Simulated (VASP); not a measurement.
Input of a VASP 6.6.1 run:

Contents of POSCAR:

```
Ta
1.0
   -1.6533592789      1.6533592789      1.6533592789
    1.6533592789     -1.6533592789      1.6533592789
    1.6533592789      1.6533592789     -1.6533592789
Ta
1
Direct
    0.0000000000      0.0000000000      0.0000000000
```

Contents of INCAR.step1:

```
  PREC = Accurate
  ENCUT = 520
  ISMEAR = -1
  SIGMA = 0.1
  LREAL = False
  LASPH = True
  NELM = 60
  NBANDS = 12
  GGA = PE
  ALGO = Normal
  EDIFF = 1E-4
  LWAVE = True
  LCHARG = False
```

File INCAR.step2:

```
  PREC = Accurate
  ENCUT = 520
  EDIFF = 1E-6
  ISMEAR = -1
  SIGMA = 0.1
  LREAL = False
  LASPH = True
  NELM = 60
  ALGO = Normal
  ISIF = 2
  LWAVE = False
  LCHARG = False
  METAGGA = R2SCAN
  LMIXTAU = True
  NBANDS = 12
  ISTART = 1
```

The input KPOINTS:

```
Automatic mesh
0
Gamma
  3 3 3
```

Potentials or basis: VASP PAW PBE potentials, release 64 (Ta_pv).

Run with:

```console
$ cat potpaw_PBE.64/Ta_pv/POTCAR > POTCAR
$ cp INCAR.step1 INCAR
$ mpirun -np 1 vasp_std > vasp.out
$ cp INCAR.step2 INCAR
$ mpirun -np 1 vasp_std > vasp.out
```

(1) What does it give for the pressure?

Answers

(1) -1.1 GPa.

Caveat: the k points lie up to 0.90 Å⁻¹ apart; the PAW data sets were made with another functional, which shifts forces and pressure a little.
